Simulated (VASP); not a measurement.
Crystal: In2O3.

```
In O
1.0
     2.75382    1.58992    4.85434
    -2.75382    1.58992    4.85434
     0.00000   -3.17984    4.85434
In O
4 6
Cartesian
  0.0000 0.0000 12.4811
  0.0000 0.0000 5.1996
  0.0000 0.0000 2.0819
  0.0000 0.0000 9.3634
  1.1202 -1.5899 6.0679
  -1.9370 -0.1751 6.0679
  -1.1202 1.5899 8.4951
  -0.8168 -1.7651 8.4951
  1.9370 0.1751 8.4951
  0.8168 1.7651 6.0679
```

Base run:

```yaml
Program: VASP 6.6.1
Functional: r2SCAN
Potentials_or_basis: VASP PAW PBE potentials, release 64 (In_d, O)
Cutoff: 520 eV
k_mesh: 6 × 6 × 6
Occupations: gaussian, width 0.01 eV
Spin: no spin polarisation
```

Its results: band gap on the k mesh 1.81 eV (least direct gap 1.85 eV); pressure 1.1 GPa; largest force 0.023 eV/Å.

Task: The run is repeated on the same cell with these changes: functional from r2SCAN to PBE; occupations from gaussian, width 0.01 eV to fermi-dirac, width 0.02 eV. What comes out?

Result: Band gap on the k mesh 1.22 eV (least direct gap 1.26 eV); pressure 6.9 GPa; largest force 0.096 eV/Å.

Caveats: spin-orbit coupling is left out, which moves the levels of the heavy elements; the PAW data sets were made with another functional, which shifts forces and pressure a little (at least some runs); the cell stands under pressure (at least some runs).

A k mesh can miss the band edges.
